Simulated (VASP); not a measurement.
Wanted: the native input for a VASP 6.6.1 run.

* Task: single point
* Functional: PBE
* Potentials or basis: VASP PAW PBE potentials, release 64 (Na_pv, B)
* Cutoff: 500 eV
* k mesh: 5 × 5 × 4
* Occupations: gaussian, width 0.2 eV
* Spin: no spin polarisation
* Dipole correction: no
* Further INCAR settings: ALGO = Normal; EDIFF = 1e-06; NBANDS = 18

The structure of NaB4 lies in POSCAR:

```
NaB4
1.0
    4.2681499274      0.0000000032      0.0000000000
   -2.1340749665      3.6963262626      0.0000000000
    0.0000000000      0.0000000000      4.8088411097
Na B
1 4
Direct
    0.0000000000      0.0000000000      0.0000000000
    0.5000000000      0.0000000000      0.0000000000
    0.0000000000      0.5000000000      0.0000000000
    0.5000000000      0.5000000000      0.0000000000
    0.0000000000      0.0000000000      0.5000000000
```

The cell was built from a structure type or drawn by symmetry, and may not be a known phase.

The input as run:

INCAR

```
PREC = Accurate
ENCUT = 500
EDIFF = 1E-6
ISMEAR = 0
SIGMA = 0.2
LREAL = False
LASPH = True
NELM = 120
ALGO = Normal
ISIF = 2
LWAVE = False
LCHARG = True
GGA = PE
LELF = True
LVHAR = True
NBANDS = 18
GGA_COMPAT = False
```

KPOINTS

```
regular mesh
0
Gamma
  5 5 4
```

Potentials or basis: VASP PAW PBE potentials, release 64 (Na_pv, B).

Launch:

```sh
$ cat potpaw_PBE.64/Na_pv/POTCAR potpaw_PBE.64/B/POTCAR > POTCAR
$ mpirun -np 1 vasp_std > vasp.out
```

Results of the run:

The pressure is 0.5 GPa. The band gap on the k mesh is zero (an odd number of electrons rules out a gap without spin polarisation).

Run time: 17 s on 1 thread of Intel(R) Xeon(R) Platinum 8488C (Sapphire Rapids), on a shared host, peak memory 0.18 GiB.
